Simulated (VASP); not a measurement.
Set up this calculation in VASP 6.6.1, as the native input.

```
Task                   : single point
Functional             : PBE
Dispersion             : D3(BJ)
Potentials or basis    : VASP PAW PBE potentials, release 64 (Te, Mo_sv)
Cutoff                 : 520 eV
k mesh                 : 9 × 9 × 1
Occupations            : gaussian, width 0.02 eV
Spin                   : no spin polarisation
Dipole correction      : yes
Further INCAR settings : ALGO = Normal; EDIFF = 1e-07; NBANDS = 20
```

The structure of Te2Mo lies in POSCAR:

```
Te2Mo
1.0
    3.6910000000      0.0000000000      0.0000000000
   -1.8455000000      3.1964997654      0.0000000000
    0.0000000000      0.0000000000     33.2698832047
Te Mo
2 1
Direct
    0.3333333333      0.6666666667      0.4491732511
    0.3333333333      0.6666666667      0.5508267489
    0.6666666667      0.3333333333      0.5000000000
```

One way to write it, as run:

INCAR

```
SYSTEM = Te2Mo
PREC = Accurate
ENCUT = 520
EDIFF = 1E-7
ISMEAR = 0
SIGMA = 0.02
LREAL = .False.
LASPH = .True.
NELM = 60
ALGO = Normal
ISIF = 2
LWAVE = .False.
LCHARG = .True.
LDIPOL = .True.
IDIPOL = 3
DIPOL = 0.5 0.5 0.500
GGA = PE
IVDW = 12
LELF = .True.
LVHAR = .True.
LVACPOTAV = .True.
NBANDS = 20
```

KPOINTS

```
regular mesh
0
Gamma
  9 9 1
  0 0 0
```

Potentials or basis: VASP PAW PBE potentials, release 64 (Te, Mo_sv).

Run with:

```sh
$ cat potpaw_PBE.64/Te/POTCAR potpaw_PBE.64/Mo_sv/POTCAR > POTCAR
$ mpirun -np 1 vasp_std > vasp.out
```

Results of the run:

| Property | Result |
| --- | --- |
| Largest force | 0.904 eV/Å |
| Band gap on the k mesh | 0.56 eV, indirect (least direct gap 0.74 eV) |
| Dispersion energy per atom | -0.371 eV |
| Ionisation potential of the upper face | 5.06 eV |

Caveat: spin-orbit coupling is left out, which moves the levels of the heavy elements.

It took 96 s on 1 thread of Intel(R) Xeon(R) 6975P-C (Granite Rapids), on a shared host, peak memory 0.48 GiB.
